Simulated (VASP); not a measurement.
# LiCl (Pm-3m) in VASP: a series of runs, part 2 of 2

VASP 6.6.1. The steps go on from the part before.

## 3. Single point, PBE-based screened hybrid

POSCAR

```
LiCl
1.0
    3.2711235777      0.0000000000      0.0000000000
    0.0000000000      3.2711235777      0.0000000000
    0.0000000000      0.0000000000      3.2711235777
Li Cl
1 1
Direct
    0.0000000000      0.0000000000      0.0000000000
    0.5000000000      0.5000000000      0.5000000000
```

INCAR.step1

```
PREC = Accurate ; ENCUT = 520
EDIFF = 1E-5 ; ISMEAR = 0
SIGMA = 0.01 ; LREAL = False
LASPH = True ; NELM = 80
ALGO = Normal ; ISIF = 2
LWAVE = True ; LCHARG = False
GGA = PE ; NBANDS = 12
```

INCAR.step2

```
PREC = Accurate ; ENCUT = 520
EDIFF = 1E-6 ; ISMEAR = 0
SIGMA = 0.01 ; LREAL = False
LASPH = True ; NELM = 80
ALGO = Normal ; ISIF = 2
LWAVE = False ; LCHARG = False
GGA = PE ; LHFCALC = True
AEXX = 0.35 ; HFSCREEN = 0.2078
PRECFOCK = Normal ; ISTART = 1
NBANDS = 12
```

KPOINTS

```
Automatic mesh
0
Gamma
  4 4 4
```

Potentials or basis: VASP PAW PBE potentials, release 64 (Li_sv, Cl).

Launch:

```
cat potpaw_PBE.64/Li_sv/POTCAR potpaw_PBE.64/Cl/POTCAR > POTCAR
cp INCAR.step1 INCAR
mpirun -np 1 vasp_std > vasp.out
cp INCAR.step2 INCAR
mpirun -np 1 vasp_std > vasp.out
```

OUTCAR:

```text
PREC = Accurate
   ENCUT = 520
   EDIFF = 1E-6
   ISMEAR = 0
   LREAL = False
   LASPH = True
   NELM = 80
   ISIF = 2
   GGA = PE
   LHFCALC = True
   AEXX = 0.35
   HFSCREEN = 0.2078
   PRECFOCK = Normal
   ISTART = 1

 ion  position               nearest neighbor table
   1  0.000  0.000  0.000-
   2  0.500  0.500  0.500-

  LATTYP: Found a simple cubic cell.
 ALAT       =     3.2711235777

  Lattice vectors:

[... 325 lines left out ...]
     11      21.5496      0.00000
     12      21.5496      0.00000

------------------------ aborting loop because EDIFF is reached ----------------------------------------

  FORCE on cell =-STRESS in cart. coord.  units (eV):
  Direction    XX          YY          ZZ          XY          YZ          ZX
  --------------------------------------------------------------------------------------
  -------------------------------------------------------------------------------------
  Total       -0.0593530     -0.0593530     -0.0593530     -0.0000000     -0.0000000      0.0000000
  in kB       -2.7168287     -2.7168287     -2.7168287     -0.0000000     -0.0000000      0.0000000
  external PRESSURE =      -2.7168287 kB  Pullay stress =       0.0000000 kB

 VOLUME and BASIS-vectors are now :
 -----------------------------------------------------------------------------
  energy-cutoff  :      520.00
  volume of cell :       35.00
      direct lattice vectors                 reciprocal lattice vectors
     3.271123578  0.000000000  0.000000000     0.305705357  0.000000000  0.000000000
     0.000000000  3.271123578  0.000000000     0.000000000  0.305705357  0.000000000
     0.000000000  0.000000000  3.271123578     0.000000000  0.000000000  0.305705357

 POSITION                                       TOTAL-FORCE (eV/Angst)
 -----------------------------------------------------------------------------------
      0.00000      0.00000      0.00000         0.000000      0.000000      0.000000
      1.63556      1.63556      1.63556         0.000000      0.000000      0.000000
 -----------------------------------------------------------------------------------
    total drift:                                0.000000      0.000000      0.000000

  FREE ENERGIE OF THE ION-ELECTRON SYSTEM (eV)
  ---------------------------------------------------
  free  energy   TOTEN  =        -8.2739375329 eV

  energy  without entropy=       -8.2739375329  energy(sigma->0) =       -8.27393753
```

OUTCAR.step1:

```text
PREC = Accurate
   ENCUT = 520
   EDIFF = 1E-5
   ISMEAR = 0
   LREAL = False
[... 355 lines left out ...]
      0.00000      0.00000      0.00000         0.000000      0.000000      0.000000
      1.63556      1.63556      1.63556         0.000000      0.000000      0.000000
 -----------------------------------------------------------------------------------
    total drift:                                0.000000     -0.000000     -0.000000

  FREE ENERGIE OF THE ION-ELECTRON SYSTEM (eV)
  ---------------------------------------------------
  free  energy   TOTEN  =        -6.8012917705 eV

  energy  without entropy=       -6.8012917705  energy(sigma->0) =       -6.80129177
```

Wall time 98 s (1 thread of Intel Xeon Platinum 8375C at 2.90GHz (Ice Lake), shared host); peak memory 0.24 GiB.

What came out:

| Quantity | Value |
| --- | --- |
| Free energy | -8.2739 eV |
| Band gap on the k mesh | 6.22 eV, indirect (least direct gap 6.94 eV) |

Caveat: the k points lie up to 0.48 Å⁻¹ apart; the cutoff is under 1.25 times the usual one of these potentials, so pressure, stress and relaxed cells hold a basis-set (Pulay) error; the PAW data sets were made with another functional, which shifts forces and pressure a little. A k mesh can miss the band edges.

## 4. Single point, HSE06

POSCAR is that of step 3.

INCAR.step1

```
PREC = Accurate
ENCUT = 520
EDIFF = 1E-5
ISMEAR = 1
SIGMA = 0.001
LREAL = F
LASPH = T
NELM = 60
ALGO = Normal
ISIF = 2
LWAVE = T
LCHARG = F
GGA = PE
NBANDS = 12
```

INCAR.step2

```
PREC = Accurate
ENCUT = 520
EDIFF = 1E-7
ISMEAR = 1
SIGMA = 0.001
LREAL = F
LASPH = T
NELM = 60
ALGO = Normal
ISIF = 2
LWAVE = F
LCHARG = F
GGA = PE
LHFCALC = T
HFSCREEN = 0.2079
PRECFOCK = Normal
ISTART = 1
NBANDS = 12
```

KPOINTS is that of step 3.

Launch:

```
cat potpaw_PBE.64/Li_sv/POTCAR potpaw_PBE.64/Cl/POTCAR > POTCAR
cp INCAR.step1 INCAR
mpirun -np 1 vasp_std > vasp.out
cp INCAR.step2 INCAR
mpirun -np 1 vasp_std > vasp.out
```

It took 1.8 min on 1 thread of Intel Xeon Platinum 8375C at 2.90GHz (Ice Lake), shared host; peak memory 0.24 GiB.

It converged, with:

```yaml
Free_energy: -7.8460 eV
Band_gap_on_the_k_mesh: 5.69 eV, indirect (least direct gap 6.44 eV)
```

Levels at points of the mesh, in eV from the valence-band top:
```tsv
k point	band 3	band 4	band 5	band 6	band 7	band 8
(0.00, 0.00, 0.00)	-0.89	-0.89	-0.89	5.69	10.01	10.01
(0.50, 0.00, 0.00)	-4.26	-0.38	-0.38	7.17	11.04	11.69
(0.50, 0.50, 0.00)	-3.59	-3.59	0.00	6.44	11.34	11.34
(0.50, 0.50, 0.50)	-2.68	-2.68	-2.68	6.42	6.42	6.42
```

Caveat: the k points lie up to 0.48 Å⁻¹ apart; the cutoff is under 1.25 times the usual one of these potentials, so pressure, stress and relaxed cells hold a basis-set (Pulay) error; the PAW data sets were made with another functional, which shifts forces and pressure a little.

## 5. Overview

| level | smearing | share of exact exchange | screening parameter | gap on the mesh (eV) |
| --- | --- | --- | --- | --- |
| PBE-based screened hybrid | gaussian 0.01 eV | 0.4 | 0.2078 1/Å | 6.48 |
| PBE-based screened hybrid | gaussian 0.01 eV | 0.35 | 0.2078 1/Å | 6.22 |
| HSE06 | methfessel-paxton 0.001 eV | - | 0.2079 1/Å | 5.69 |

Alike in all rows: task single point; potentials or basis VASP PAW PBE potentials, release 64 (Li_sv, Cl); no spin polarisation; cell as given; k mesh 4 × 4 × 4; cutoff (eV) 520.

Caveats: all runs use coarse meshes; the cutoff is under 1.25 times the usual one of these potentials, so pressure, stress and relaxed cells hold a basis-set (Pulay) error; the PAW data sets were made with another functional, which shifts forces and pressure a little.

Absolute energies hang on the potentials; compare differences alone.
